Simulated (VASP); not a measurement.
TaRu, 2 atoms in the cell. Symmetry: Pm-3m, No. 221, cubic system. Conventional cell: a = 3.179 Å, b = 3.179 Å, c = 3.179 Å, α = 90.00°, β = 90.00°, γ = 90.00°. Within 3.6 Å of Ta (site symmetry m-3m) lie 8 Ru at 2.75 Å and 6 Ta at 3.18 Å. Ru (site symmetry m-3m) has 8 Ta at 2.75 Å and 6 Ru at 3.18 Å within 3.6 Å. 

| Quantity | Value |
| --- | --- |
| Program | VASP 6.6.1 |
| Task | single point |
| Functional | LDA |
| Potentials or basis | VASP PAW LDA potentials, release 64 (Ta_pv, Ru_pv) |
| Cutoff | 520 eV |
| k mesh | 11 × 11 × 11 |
| Occupations | fermi-dirac, width 0.05 eV |
| Spin | no spin polarisation |
| Dipole correction | no |
| Further INCAR settings | ALGO = Normal; EDIFF = 1e-07; NBANDS = 20 |

Potentials or basis: VASP PAW LDA potentials, release 64 (Ta_pv, Ru_pv).

The run is started by

```console
$ cat potpaw_LDA.64/Ta_pv/POTCAR potpaw_LDA.64/Ru_pv/POTCAR > POTCAR
$ mpirun -np 1 vasp_std > vasp.out
```

Hardware: 1 thread of AMD EPYC 9R45 (Zen 5), with other jobs on the host.

Task: Estimate the wall time of this run.

Result: Wall time 11 s on 1 thread of AMD EPYC 9R45 (Zen 5), on a shared host, peak memory 0.12 GiB. Counts: scf iterations 13, k points 56.
